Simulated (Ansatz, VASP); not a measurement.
## One calculation of Si4O, two programs

File INCAR:

```
SYSTEM = Si4O
  ALGO = Normal
  EDIFF = 1E-6
  EDIFFG = -0.01
  ENCUT = 600
  GGA = PE
  IBRION = 2
  ISIF = 3
  ISMEAR = 0
  LASPH = .TRUE.
  LCHARG = .FALSE.
  LREAL = .FALSE.
  LWAVE = .FALSE.
  NELM = 80
  NSW = 100
  PREC = Accurate
  SIGMA = 0.1
```

File KPOINTS:

```
k-points
0
G
  10 10 10
  0 0 0
```

Contents of POSCAR:

```
Si4O
1.0
    4.1399645400      0.0000000000      0.0000000000
    0.0000000000      4.1399645400      0.0000000000
    0.0000000000      0.0000000000      4.1399645400
Si O
4 1
Direct
    0.0000000000      0.0000000000      0.0000000000
    0.5000000000      0.5000000000      0.0000000000
    0.5000000000      0.0000000000      0.5000000000
    0.0000000000      0.5000000000      0.5000000000
    0.5000000000      0.5000000000      0.5000000000
```

Input for Ansatz:

```yaml
crystal:
  lattice:
    - [4.13996454, 0.0, 0.0]
    - [0.0, 4.13996454, 0.0]
    - [0.0, 0.0, 4.13996454]
  atoms:
    - { symbol: Si, position: [0.0, 0.0, 0.0] }
    - { symbol: Si, position: [0.5, 0.5, 0.0] }
    - { symbol: Si, position: [0.5, 0.0, 0.5] }
    - { symbol: Si, position: [0.0, 0.5, 0.5] }
    - { symbol: O, position: [0.5, 0.5, 0.5] }
basis:
  ecutwfc: 420
kpoints:
  mp_grid: { grid: [10, 10, 10] }
hamiltonian:
  xc: pbe
scf:
  occupations: { method: gaussian, width: 0.1 }
output:
  forces: true
  stress: true
  eigenvalues: true
  write_density: true
  write_potential: true
  elf: true
  volumetric_format: npy
relax:
  adjacent_minimum: "off"
  f_tol: 0.01
  max_steps: 80
  cell: { stress_tol: 0.05 }
```

Change from the starting cell: species swapped into the Ni4N type (Pm-3m, No. 221).

Alike in both runs: task relaxation of cell and atoms; functional PBE; k mesh 10 × 10 × 10; occupations gaussian, width 0.1 eV; no spin polarisation.

|  | VASP | Ansatz |
| --- | --- | --- |
| version | VASP 6.6.1 | Ansatz 0.2.0 |
| potentials or method | VASP PAW PBE potentials, release 64 (Si, O), cutoff 600 eV | scalar-relativistic, plane waves, PAW |
| valence electrons in the cell | 22 | 22 |

```tsv
	VASP	Ansatz	Ansatz less VASP
gap on the k mesh at the Fermi level, each at its own relaxed structure (eV)	none	none	-
relaxed volume (Å³/atom)	14.55	14.56	+0.008
relaxed cell length with the largest relative difference (Å)	4.174	4.175	+0.0008
```

A gap of «none» marks a metal or a gap that the smearing closes.
